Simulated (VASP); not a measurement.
Write the native input for VASP 6.6.1 that does the following.

- Task: single point
- Functional: r2SCAN
- Potentials or basis: VASP PAW PBE potentials, release 64 (Al, N)
- Cutoff: 660 eV
- k mesh: 6 × 6 × 4
- Occupations: gaussian, width 0.01 eV
- Spin: no spin polarisation
- Dipole correction: no
- Further INCAR settings: ALGO = Normal; EDIFF = 1e-06; NBANDS = 16

AlN:

```
Al N
1.0
     3.11300    0.00000    0.00000
    -1.55650    2.69594    0.00000
     0.00000    0.00000    4.98100
Al N
2 2
Direct
  0.33333 0.66667 0.00000
  0.66667 0.33333 0.50000
  0.33333 0.66667 0.38000
  0.66667 0.33333 0.88000
```

These files were run (other wordings do the same):

POSCAR

```
AlN
1.0
    3.1130000000      0.0000000000      0.0000000000
   -1.5565000000      2.6959370820      0.0000000000
    0.0000000000      0.0000000000      4.9810000000
Al N
2 2
Direct
    0.3333333333      0.6666666667      0.0000000000
    0.6666666667      0.3333333333      0.5000000000
    0.3333333333      0.6666666667      0.3800000000
    0.6666666667      0.3333333333      0.8800000000
```

INCAR.step1

```
SYSTEM = AlN
PREC = Accurate
ENCUT = 660
ISMEAR = 0
SIGMA = 0.01
LREAL = .FALSE.
LASPH = .TRUE.
NELM = 120
NBANDS = 16
GGA = PE
ALGO = Normal
EDIFF = 1E-5
LWAVE = .TRUE.
LCHARG = .FALSE.
GGA_COMPAT = .FALSE.
```

INCAR.step2

```
SYSTEM = AlN
PREC = Accurate
ENCUT = 660
EDIFF = 1E-6
ISMEAR = 0
SIGMA = 0.01
LREAL = .FALSE.
LASPH = .TRUE.
NELM = 120
ALGO = Normal
ISIF = 2
LWAVE = .FALSE.
LCHARG = .TRUE.
METAGGA = R2SCAN
LMIXTAU = .TRUE.
LELF = .TRUE.
LVHAR = .TRUE.
NBANDS = 16
ISTART = 1
GGA_COMPAT = .FALSE.
```

KPOINTS

```
regular mesh
0
G
  6 6 4
  0 0 0
```

Potentials or basis: VASP PAW PBE potentials, release 64 (Al, N).

Launch:

```console
$ cat potpaw_PBE.64/Al/POTCAR potpaw_PBE.64/N/POTCAR > POTCAR
$ cp INCAR.step1 INCAR
$ mpirun -np 1 vasp_std > vasp.out
$ cp INCAR.step2 INCAR
$ mpirun -np 1 vasp_std > vasp.out
```

It gave:

* Pressure: -1.3 GPa
* Largest force: 0.122 eV/Å
* Band gap on the k mesh: 4.90 eV

Caveat: the PAW data sets were made with another functional, which shifts forces and pressure a little.

It took 100 s on 1 thread of Intel(R) Xeon(R) Platinum 8375C CPU @ 2.90GHz (Ice Lake), on a shared host, peak memory 0.18 GiB.
